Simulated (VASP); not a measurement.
# AlAs (F-43m) in VASP: notebook, part 2 of 2

VASP 6.6.1.

## (3) G0W0 quasiparticle levels, PBE

File POSCAR:

```
AlAs
1.0
    0.0000000000      2.8305000000      2.8305000000
    2.8305000000      0.0000000000      2.8305000000
    2.8305000000      2.8305000000      0.0000000000
Al As
1 1
Direct
    0.0000000000      0.0000000000      0.0000000000
    0.2500000000      0.2500000000      0.2500000000
```

File INCAR.step1:

```
  PREC = Accurate
  ENCUT = 500
  EDIFF = 1E-8
  ISMEAR = 0
  SIGMA = 0.01
  LREAL = False
  LASPH = True
  NELM = 80
  ALGO = Normal
  LWAVE = True
  LCHARG = False
  GGA = PE
```

File INCAR.step2:

```
  PREC = Accurate
  ENCUT = 500
  EDIFF = 1E-8
  ISMEAR = 0
  SIGMA = 0.01
  LREAL = False
  LASPH = True
  NELM = 1
  ALGO = Exact
  LWAVE = True
  LCHARG = False
  GGA = PE
  NBANDS = 228
  LOPTICS = True
  ISTART = 1
```

File INCAR.step3:

```
  PREC = Accurate
  ENCUT = 500
  EDIFF = 1E-8
  ISMEAR = 0
  SIGMA = 0.01
  LREAL = False
  LASPH = True
  ALGO = EVGW0
  LWAVE = False
  LCHARG = False
  GGA = PE
  NELMGW = 1
  NBANDS = 228
  ENCUTGW = 113.3
  NOMEGA = 48
  PRECFOCK = Fast
  ISTART = 1
  NBANDSGW = 12
```

File KPOINTS:

```
Automatic mesh
0
Gamma
  2 2 2
```

Potentials or basis: VASP PAW PBE potentials, release 64 (Al_GW, As_GW).

The run is started by

```bash
> cat potpaw_PBE.64/Al_GW/POTCAR potpaw_PBE.64/As_GW/POTCAR > POTCAR
> cp INCAR.step1 INCAR
> mpirun -np 1 vasp_std > vasp.out
> cp INCAR.step2 INCAR
> mpirun -np 1 vasp_std > vasp.out
> cp INCAR.step3 INCAR
> mpirun -np 1 vasp_std > vasp.out
```

OUTCAR:

```text
PREC = Accurate
   ENCUT = 500
   EDIFF = 1E-8
   ISMEAR = 0
   LREAL = False
   LASPH = True
   GGA = PE
   NELMGW = 1
   ENCUTGW = 113.3
   PRECFOCK = Fast
   ISTART = 1

 ion  position               nearest neighbor table
   1  0.000  0.000  0.000-   2 2.45   2 2.45   2 2.45   2 2.45
   2  0.250  0.250  0.250-   1 2.45   1 2.45   1 2.45   1 2.45

  LATTYP: Found a face centered cubic cell.
 ALAT       =     5.6610000000

  Lattice vectors:

 A1 = (   0.0000000000,   2.8305000000,   2.8305000000)
 A2 = (   2.8305000000,   0.0000000000,   2.8305000000)
 A3 = (   2.8305000000,   2.8305000000,   0.0000000000)

Analysis of symmetry for initial positions (statically):
=====================================================================
 Subroutine PRICEL returns:
 Original cell was already a primitive cell.

 Routine SETGRP: Setting up the symmetry group for a
 face centered cubic supercell.

 Subroutine GETGRP returns: Found 24 space group operations
 (whereof 24 operations were pure point group operations)
 out of a pool of 48 trial point group operations.

The static configuration has the point symmetry T_d .

Analysis of symmetry for dynamics (positions and initial velocities):
=====================================================================
 Subroutine PRICEL returns:
 Original cell was already a primitive cell.

 Routine SETGRP: Setting up the symmetry group for a
 face centered cubic supercell.

 Subroutine GETGRP returns: Found 24 space group operations
 (whereof 24 operations were pure point group operations)
 out of a pool of 48 trial point group operations.

The dynamic configuration has the point symmetry T_d .

 Subroutine INISYM returns: Found 24 space group operations
 (whereof 24 operations are pure point group operations),
 and found     1 'primitive' translations

----------------------------------------------------------------------------------------

                                     Primitive cell

  volume of cell :      45.3544

  direct lattice vectors                    reciprocal lattice vectors
     0.000000000  2.830500000  2.830500000    -0.176647235  0.176647235  0.176647235
     2.830500000  0.000000000  2.830500000     0.176647235 -0.176647235  0.176647235
     2.830500000  2.830500000  0.000000000     0.176647235  0.176647235 -0.176647235

  length of vectors
     4.002931488  4.002931488  4.002931488     0.305961987  0.305961987  0.305961987

  position of ions in fractional coordinates (direct lattice)
     0.000000000  0.000000000  0.000000000
     0.250000000  0.250000000  0.250000000

  ion indices of the primitive-cell ions
   primitive index   ion index
                 1           1
                 2           2

----------------------------------------------------------------------------------------

 KPOINTS: Automatic mesh

Automatic generation of k-mesh.
 Grid dimensions read from file:
 generate k-points for:    2    2    2

 Generating k-lattice:

  Cartesian coordinates                     Fractional coordinates (reciprocal lattice)
    -0.088323618  0.088323618  0.088323618     0.500000000  0.000000000  0.000000000
     0.088323618 -0.088323618  0.088323618     0.000000000  0.500000000  0.000000000
     0.088323618  0.088323618 -0.088323618     0.000000000  0.000000000  0.500000000

  Length of vectors
     0.152980993  0.152980993  0.152980993

  Shift w.r.t. Gamma in fractional coordinates (k-lattice)
     0.000000000  0.000000000  0.000000000

 Subroutine IBZKPT returns following result:
 ===========================================

 Found      3 irreducible k-points:

 Following reciprocal coordinates:
            Coordinates               Weight
  0.000000  0.000000  0.000000      1.000000
  0.500000  0.000000  0.000000      4.000000
  0.500000  0.500000  0.000000      3.000000
   k-points           NKPTS =      3   k-points in BZ     NKDIM =      8   number of bands    NBANDS=    228
   number of dos      NEDOS =    301   number of ions     NIONS =      2
   total plane-waves  NPLWV =  27000
   dimension x,y,z NGX =    30 NGY =   30 NGZ =   30
   dimension x,y,z NGXF=    60 NGYF=   60 NGZF=   60
   ions per type =               1   1
   NGX,Y,Z   is equivalent  to a cutoff of  12.46, 12.46, 12.46 a.u.
   NGXF,Y,Z  is equivalent  to a cutoff of  24.92, 24.92, 24.92 a.u.
 SYSTEM =  unknown system
   PREC   = accura    normal or accurate (medium, high low for compatibility)
   ISTART =      1    job   : 0-new  1-cont  2-samecut
   ICHARG =      0    charge: 1-file 2-atom 10-const
   ISPIN  =      1    spin polarized calculation?
   LNONCOLLINEAR =      F non collinear calculations
   LSORBIT =      F    spin-orbit coupling
   LASPH  =      T    aspherical Exc in radial PAW
   ENCUT  =  500.0 eV  36.75 Ry    6.06 a.u.   7.30  7.30  7.30*2*pi/ulx,y,z
   NELM   =     60;   NELMIN=  2; NELMDL=  0     # of ELM steps
   EDIFF  = 0.1E-07   stopping-criterion for ELM
   LREAL  =      F    real-space projection
   EDIFFG = 0.1E-06   stopping-criterion for IOM
   NSW    =      0    number of steps for IOM
   IBRION =     -1    ionic relax: 0-MD 1-quasi-New 2-CG
   NFREE  =      0    steps in history (QN), initial steepest desc. (CG)
   ISIF   =      0    stress and relaxation
   ISYM   =      3    0-nonsym 1-usesym 2-fastsym
   POTIM  = 0.5000    time-step for ionic-motion
   TEBEG  =    0.0;   TEEND  =   0.0 temperature during run
   PSTRESS=    0.0 pullay stress
   NELECT =       8.0000    total number of electrons
   NUPDOWN=      -1.0000    fix difference up-down
   EMIN   =  10.00;   EMAX   =-10.00  energy-range for DOS
   EFERMI =   0.00;   METHOD = LEGACY
   ISMEAR =     0;   SIGMA  =   0.01  broadening in eV -4-tet -1-fermi 0-gaus
   EFERMI_NEDOS =   21; number of points for ismear=-14 and -15
   IALGO  =     38    algorithm
   IMIX   =      4    mixing-type and parameters
     AMIX     =   0.40;   BMIX     =  1.00
     AMIX_MAG =   1.60;   BMIX_MAG =  1.00
  volume/ion in A,a.u.               =      22.68       153.03
  Fermi-wavevector in a.u.,A,eV,Ry     =   0.918118  1.734991 11.468895  0.842940
  Thomas-Fermi vector in A             =   2.043163
   LORBIT       =      0    0 simple, 1 ext, 2 COOP (PROOUT), +10 PAW based schemes
   GGA     = PE    functional components
   LHFCALC =     T    Hartree Fock is set to
   PRECFOCK=fast      Normal, Fast or Accurate (Low or Medium for compatibility)
   ENCUT4O =  -1.0   cutoff for four orbital integrals eV
   NKREDX  =     1    reduce k-point grid by
   NKREDY  =     1    reduce k-point grid by
   NKREDZ  =     1    reduce k-point grid by
   AEXX    =    1.0000 exact exchange contribution
   HFSCREEN=    0.0000 screening length (either q_TF or 0.3 A-1)
   HFSCREENC=   0.0000 screening length for correlation (either q_TF or 0.3 A-1)
   ENCUTFOCK=  -1.0 apply spherical cutoff to Coloumb kernel
   IVDW    =     0    specifies the selected vdW correction
   LEPSILON=     F    determine dielectric tensor
   LRPA    =     F    only Hartree local field effects (RPA)
   LRPAFORCE           =     F    calculate RPA forces
   ENCUTGW             = 113.3    cutoff for response function in eV
   ENCUTGWSOFT         =  90.6    soft cutoff for Coulomb kernel in GW response function in eV
   ENCUTLF             =  -1.0    cutoff for local field effects
   NELMGW              =     1    number of iterations in solving QP/BSE equation
   NELMHF              =     1    number of iterations in the inner HF iteration
   NKREDLFX            =     1    NKREDLFY  =   1   NKREDLFZ  =   1
 non-spin polarized calculation
 Gauss-broadening in eV      SIGMA  =   0.01
  energy-cutoff  :      500.00
  volume of cell :       45.35
 maximum number of plane-waves:      1162
 NGX is ok and might be reduce to    30
  NGX = 16; NGY = 16; NGZ = 16
   NGX = 15   NGY = 15   NGZ = 15
 maximum number of plane-waves:       137
 NGX is ok and might be reduce to    14

 QP shifts <psi_nk| G(iteration)W_0 |psi_nk>: iteration 1
 for sc-GW calculations column KS-energies equals QP-energies in previous step
 and V_xc(KS)=  KS-energies - (<T + V_ion + V_H > + <T+V_H+V_ion>^1  + <V_x>^1)

 k-point   1 :       0.0000    0.0000    0.0000
  band No.  KS-energies  QP-energies   sigma(KS)   V_xc(KS)     V^pw_x(r,r')   Z            occupation Imag(sigma)

      1      -8.1066      -8.6305     -11.6441     -10.8500     -17.7419       0.6598       2.0000       0.9689
      2       3.7612       3.0940     -12.1910     -11.3400     -14.3839       0.7840       2.0000       0.1121
      3       3.7612       3.0940     -12.1910     -11.3400     -14.3839       0.7840       2.0000       0.1121
      4       3.7612       3.0940     -12.1910     -11.3400     -14.3839       0.7840       2.0000       0.1121
      5       5.7755       6.1364      -9.3949      -9.8593      -4.5336       0.7771       0.0000      -0.0972
      6       7.8245       7.8756      -8.9928      -9.0588      -4.0727       0.7752       0.0000      -0.1096
      7       7.8245       7.8756      -8.9928      -9.0588      -4.0727       0.7752       0.0000      -0.1096
      8       7.8245       7.8756      -8.9928      -9.0588      -4.0727       0.7752       0.0000      -0.1096
      9      12.5284      12.1371      -7.6862      -7.1769      -1.9502       0.7683       0.0000      -0.3702
     10      12.5637      12.6658      -8.9116      -9.0414      -3.5736       0.7864       0.0000      -0.1740
     11      12.5637      12.6658      -8.9116      -9.0414      -3.5736       0.7864       0.0000      -0.1740
     12      15.0128      14.7082      -7.7616      -7.3749      -1.8236       0.7878       0.0000      -0.6100

 k-point   2 :       0.5000    0.0000    0.0000
  band No.  KS-energies  QP-energies   sigma(KS)   V_xc(KS)     V^pw_x(r,r')   Z            occupation Imag(sigma)
[... 17 lines left out ...]
      1      -6.0410      -6.6752     -12.7123     -11.8348     -17.9197       0.7227       2.0000       0.8498
      2      -1.8216      -2.6760     -10.9564      -9.8331     -13.9492       0.7606       2.0000       0.2177
      3       1.5067       0.7666     -11.3882     -10.4171     -13.7863       0.7621       2.0000       0.1446
      4       1.5067       0.7666     -11.3882     -10.4171     -13.7863       0.7621       2.0000       0.1446
      5       5.0222       4.8161      -7.9253      -7.6617      -3.3702       0.7821       0.0000      -0.0851
      6       5.8976       5.8197      -8.5034      -8.4043      -3.9357       0.7864       0.0000      -0.0759
      7      13.9606      14.1427      -9.4283      -9.6622      -3.3130       0.7785       0.0000      -0.5778
      8      13.9606      14.1427      -9.4283      -9.6622      -3.3130       0.7785       0.0000      -0.5778
      9      15.6025      15.8260      -9.7453     -10.0279      -3.9150       0.7906       0.0000      -0.5745
     10      16.1928      16.3260      -9.6253      -9.7975      -3.8571       0.7737       0.0000      -0.3113
     11      16.1928      16.3260      -9.6253      -9.7975      -3.8571       0.7737       0.0000      -0.3113
     12      16.5627      16.6728      -8.7355      -8.8756      -2.3878       0.7854       0.0000      -0.6752
```

Run time: 70 s. Hardware: 1 thread of AMD EPYC 7R13, shared host; peak memory 0.25 GiB.

Results:

```
Band gap on the k mesh, mean-field level : 1.26 eV, indirect (least direct gap 2.01 eV)
Quasiparticle gap                        : 1.72 eV
Least direct quasiparticle gap           : 3.04 eV
```

Levels at points of the mesh, in eV from the valence-band top:
| k point | band 1 | band 2 | band 3 | band 4 | band 5 | band 6 | band 7 | band 8 |
| --- | --- | --- | --- | --- | --- | --- | --- | --- |
| (0.00, 0.00, 0.00) | -11.87 | 0.00 | 0.00 | 0.00 | 2.01 | 4.06 | 4.06 | 4.06 |
| (0.50, 0.00, 0.00) | -10.39 | -5.71 | -0.86 | -0.86 | 2.01 | 4.47 | 4.47 | 7.67 |
| (0.50, 0.50, 0.00) | -9.80 | -5.58 | -2.25 | -2.25 | 1.26 | 2.14 | 10.20 | 10.20 |

Caveat: the k points lie up to 0.96 Å⁻¹ apart; bands, screening cutoff and mesh are small and nothing is extrapolated, so the quasiparticle values aren't converged. A k mesh can miss the band edges.
